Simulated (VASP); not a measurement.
# Cr (P6/mmm) in VASP: single point with r2SCAN

Aim: the single point of Cr with r2SCAN.

Program: VASP 6.6.1. These are calculated values, not measurements. Logs are shortened: lines on timing, memory, paths and dates and some standing lists are left out, and cuts for length are marked.

### Step 1. The cell of the first run

Symmetry: P6/mmm, No. 191, hexagonal system. Conventional cell: a = 4.011 Å, b = 4.011 Å, c = 2.422 Å, α = 90.00°, β = 90.00°, γ = 120.00°. Within 3.2 Å of Cr (site symmetry 6/mmm) lie 14 Cr at 2.42 to 2.61 Å. Cr (site symmetry -6m2) has 11 Cr at 2.32 to 2.61 Å within 3.1 Å.

### Step 2. Single point, r2SCAN, collinear spin, ferromagnetic start (volume scaled by 0.92)

Input file POSCAR:

```
Cr
1.0
    4.0108775422      0.0000000000      0.0000000000
   -2.0054387711      3.4735218430      0.0000000000
    0.0000000000      0.0000000000      2.4220940111
Cr
3
Direct
    1.0000000000      1.0000000000      0.0000000000
    0.3333333333      0.6666666667      0.5000000000
    0.6666666667      0.3333333333      0.5000000000
```

Input file INCAR.step1:

```
SYSTEM = Cr
  ALGO = Normal
  EDIFF = 1E-4
  ENCUT = 520
  GGA = PE
  ISMEAR = -1
  ISPIN = 2
  LASPH = .True.
  LCHARG = .False.
  LMAXMIX = 4
  LREAL = .False.
  LWAVE = .True.
  MAGMOM = 2.301 0.494 0.494
  NBANDS = 29
  NELM = 150
  PREC = Accurate
  SIGMA = 0.05
```

Input file INCAR.step2:

```
SYSTEM = Cr
  ALGO = Normal
  EDIFF = 1E-7
  ENCUT = 520
  ISIF = 2
  ISMEAR = -1
  ISPIN = 2
  ISTART = 1
  LASPH = .True.
  LCHARG = .True.
  LELF = .True.
  LMAXMIX = 4
  LMIXTAU = .True.
  LORBIT = 11
  LREAL = .False.
  LVHAR = .True.
  LWAVE = .False.
  MAGMOM = 2.301 0.494 0.494
  METAGGA = R2SCAN
  NBANDS = 29
  NELM = 150
  PREC = Accurate
  SIGMA = 0.05
```

Input file KPOINTS:

```
k-points
0
Gamma
  10 10 14
  0 0 0
```

Potentials or basis: VASP PAW PBE potentials, release 64 (Cr_pv).

The run is started by

```bash
cat potpaw_PBE.64/Cr_pv/POTCAR > POTCAR
cp INCAR.step1 INCAR
mpirun -np 1 vasp_std > vasp.out
cp INCAR.step2 INCAR
mpirun -np 1 vasp_std > vasp.out
```

OUTCAR:

```text
SYSTEM = Cr
   EDIFF = 1E-7
   ENCUT = 520
   ISIF = 2
   ISMEAR = -1
   ISPIN = 2
   ISTART = 1
   LASPH = .True.
   LORBIT = 11
   LREAL = .False.
   METAGGA = R2SCAN
   NELM = 150
   PREC = Accurate

 ion  position               nearest neighbor table
   1  0.000  0.000  0.000-   2 2.61   3 2.61   2 2.61   3 2.61   2 2.61   2 2.61   3 2.61   3 2.61
                             3 2.61   3 2.61   2 2.61   2 2.61
   2  0.333  0.667  0.500-   3 2.32   3 2.32   3 2.32   1 2.61   1 2.61   1 2.61   1 2.61   1 2.61
                             1 2.61
   3  0.667  0.333  0.500-   2 2.32   2 2.32   2 2.32   1 2.61   1 2.61   1 2.61   1 2.61   1 2.61
                             1 2.61

  LATTYP: Found a hexagonal cell.
 ALAT       =     4.0108775422
 C/A-ratio  =     0.6038813166

  Lattice vectors:

 A1 = (   4.0108775422,   0.0000000000,   0.0000000000)
 A2 = (  -2.0054387711,   3.4735218430,   0.0000000000)
 A3 = (   0.0000000000,   0.0000000000,   2.4220940111)

Analysis of symmetry for initial positions (statically):
=====================================================================
 Subroutine PRICEL returns:
 Original cell was already a primitive cell.

 Routine SETGRP: Setting up the symmetry group for a
 hexagonal supercell.

 Subroutine GETGRP returns: Found 24 space group operations
 (whereof 24 operations were pure point group operations)
 out of a pool of 24 trial point group operations.

The static configuration has the point symmetry D_6h.

Analysis of symmetry for dynamics (positions and initial velocities):
=====================================================================
 Subroutine PRICEL returns:
 Original cell was already a primitive cell.

 Routine SETGRP: Setting up the symmetry group for a
 hexagonal supercell.

 Subroutine GETGRP returns: Found 24 space group operations
 (whereof 24 operations were pure point group operations)
 out of a pool of 24 trial point group operations.

The dynamic configuration has the point symmetry D_6h.

Analysis of structural, dynamic, and magnetic symmetry:
=====================================================================
 Subroutine PRICEL returns:
 Original cell was already a primitive cell.

 Routine SETGRP: Setting up the symmetry group for a
 hexagonal supercell.

 Subroutine GETGRP returns: Found 24 space group operations
 (whereof 24 operations were pure point group operations)
 out of a pool of 24 trial point group operations.

The overall configuration has the point symmetry D_6h.

 Subroutine INISYM returns: Found 24 space group operations
[... 124 lines left out ...]
   METAGGA = R2SCAN    functional components
   LHFCALC =     F    Hartree Fock is set to
   AEXX    =    0.0000 exact exchange contribution
   IVDW    =     0    specifies the selected vdW correction
   LEPSILON=     F    determine dielectric tensor
   LRPA    =     F    only Hartree local field effects (RPA)
 spin polarized calculation
  energy-cutoff  :      520.00
  volume of cell :       33.74
 maximum number of plane-waves:       933
 NGX is ok and might be reduce to    30
   NGX = 15   NGY = 15   NGZ =  9

 number of electron      36.0000002 magnetization       1.8515688

 Free energy of the ion-electron system (eV)
  ---------------------------------------------------
  ext. energy  EPLUGINS =         0.00000000
  ---------------------------------------------------
  free energy    TOTEN  =       -42.91925595 eV

  energy without entropy =      -42.88869306  energy(sigma->0) =      -42.90397450

 E-fermi :  11.2183     XC(G=0): -15.1118

 val. band max:       11.2163806713   @ k =   0.4000  -0.0000   0.4286
 cond. band min:      11.2202587160   @ k =   0.3000   0.2000   0.2857
 fundamental gap:      0.0038780447
 Fermi energy:        11.2183458867

 spin component 1

 k-point     1 :       0.0000    0.0000    0.0000
  band No.  band energies     occupation
      1     -34.0617      1.00000
      2     -34.0617      1.00000
      3     -33.7877      1.00000
      4     -33.7877      1.00000
      5     -33.3556      1.00000
      6     -33.1558      1.00000
[... 757 lines left out ...]
     28      14.1905      0.00000
     29      14.2979      0.00000

 [... further k-points ...]

 spin component 2

 k-point     1 :       0.0000    0.0000    0.0000
  band No.  band energies     occupation
      1     -33.2489      1.00000
      2     -33.2489      1.00000
      3     -32.9125      1.00000
      4     -32.9125      1.00000
      5     -32.6652      1.00000
      6     -32.4410      1.00000
[... 757 lines left out ...]
     28      15.2988      0.00000
     29      15.3543      0.00000

 [... further k-points ...]

------------------------ aborting loop because EDIFF is reached ----------------------------------------

  FORCE on cell =-STRESS in cart. coord.  units (eV):
  Direction    XX          YY          ZZ          XY          YZ          ZX
  --------------------------------------------------------------------------------------
  -------------------------------------------------------------------------------------
  Total        4.6136388      4.6136388     -1.8774347      0.0000000      0.0000000      0.0000000
  in kB      219.0552876    219.0552876    -89.1404868      0.0000000      0.0000000      0.0000000
  external PRESSURE =     116.3233628 kB  Pullay stress =       0.0000000 kB

 VOLUME and BASIS-vectors are now :
 -----------------------------------------------------------------------------
  energy-cutoff  :      520.00
  volume of cell :       33.74
      direct lattice vectors                 reciprocal lattice vectors
     4.010877542  0.000000000  0.000000000     0.249321997  0.143946122  0.000000000
    -2.005438771  3.473521843  0.000000000     0.000000000  0.287892245  0.000000000
     0.000000000  0.000000000  2.422094011     0.000000000  0.000000000  0.412865890

 POSITION                                       TOTAL-FORCE (eV/Angst)
 -----------------------------------------------------------------------------------
      0.00000      0.00000      0.00000         0.000000      0.000000      0.000000
     -0.00000      2.31568      1.21105         0.000000      0.000000      0.000000
      2.00544      1.15784      1.21105        -0.000000     -0.000000     -0.000000
 -----------------------------------------------------------------------------------
    total drift:                               -0.000000      0.000000      0.000000

  FREE ENERGIE OF THE ION-ELECTRON SYSTEM (eV)
  ---------------------------------------------------
  free  energy   TOTEN  =       -42.9192559493 eV

  energy  without entropy=      -42.8886930561  energy(sigma->0) =      -42.90397450

 total charge

# of ion       s       p       d       tot
------------------------------------------
    1        0.675   6.419   4.197  11.291
    2        0.703   6.409   4.291  11.404
    3        0.703   6.409   4.291  11.404
--------------------------------------------------
tot          2.082  19.237  12.779  34.098

 magnetization (x)

# of ion       s       p       d       tot
------------------------------------------
    1        0.008   0.005   0.636   0.649
    2        0.007   0.028   0.555   0.590
    3        0.007   0.028   0.555   0.590
--------------------------------------------------
tot          0.023   0.060   1.745   1.828
```

Wall time 7.3 min (1 thread of Intel Xeon 6975P-C (Granite Rapids), shared host); peak memory 0.26 GiB.

Results:

| Quantity | Value |
| --- | --- |
| Free energy | -42.9193 eV |
| Pressure | 11.6 GPa |
| Net moment | 1.85 μB per cell |
| Site moments | Cr +0.65, +0.59 μB |
| Valence electrons inside the program's atomic spheres | Cr 11.29, 11.40 |

Stress tensor (GPa, compression positive):
```
21.91  0.00  0.00
 0.00 21.91  0.00
 0.00  0.00 -8.91
```

Caveat: the PAW data sets were made with another functional, which shifts forces and pressure a little.
